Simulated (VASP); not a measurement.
# Ta: single point with PBEsol

Ta:

```
CELL_PARAMETERS angstrom
-1.65128 1.65128 1.69256
1.65128 -1.65128 1.69256
1.65128 1.65128 -1.69256
ATOMIC_POSITIONS crystal
Ta 0.00000 0.00000 0.00000
```

This cell differs from its parent crystal: strain +0.000 along x and y, +0.025 along z.

```yaml
Program: VASP 6.6.1
Task: single point
Functional: PBEsol
Potentials_or_basis: VASP PAW PBE potentials, release 64 (Ta_pv)
Cutoff: 520 eV
k_mesh: 20 × 20 × 20
Occupations: gaussian, width 0.15 eV
Spin: no spin polarisation
Dipole_correction: no
Further_INCAR_settings: ALGO = Normal; EDIFF = 1e-06; NBANDS = 12
```

* Pressure: -8.2 GPa

Stress tensor (GPa, compression positive):
```
 -7.29   0.00   0.00
  0.00  -7.29   0.00
  0.00   0.00 -10.02
```

Levels at points of the mesh, in eV from the Fermi level:
| k point | band 4 | band 5 | band 6 | band 7 | band 8 | band 9 |
| --- | --- | --- | --- | --- | --- | --- |
| (0.00, 0.00, 0.00) | -7.83 | 0.63 | 0.63 | 0.93 | 3.70 | 4.10 |
| (0.50, 0.00, 0.00) | -4.28 | -1.37 | 1.45 | 3.59 | 4.75 | 7.54 |
| (0.50, 0.50, 0.00) | -4.26 | -1.68 | 1.63 | 4.04 | 4.91 | 7.62 |
| (0.50, 0.50, 0.50) | -3.70 | -3.62 | 6.58 | 6.68 | 6.68 | 8.03 |

Run time: 35 s on 1 thread of Intel(R) Xeon(R) 6975P-C (Granite Rapids) (shared host), peak memory 0.25 GiB.

Caveat: the cell differs from its parent crystal (strain +0.000 along x and y, +0.025 along z); the PAW data sets were made with another functional, which shifts forces and pressure a little; spin-orbit coupling is left out, which moves the levels of the heavy elements.
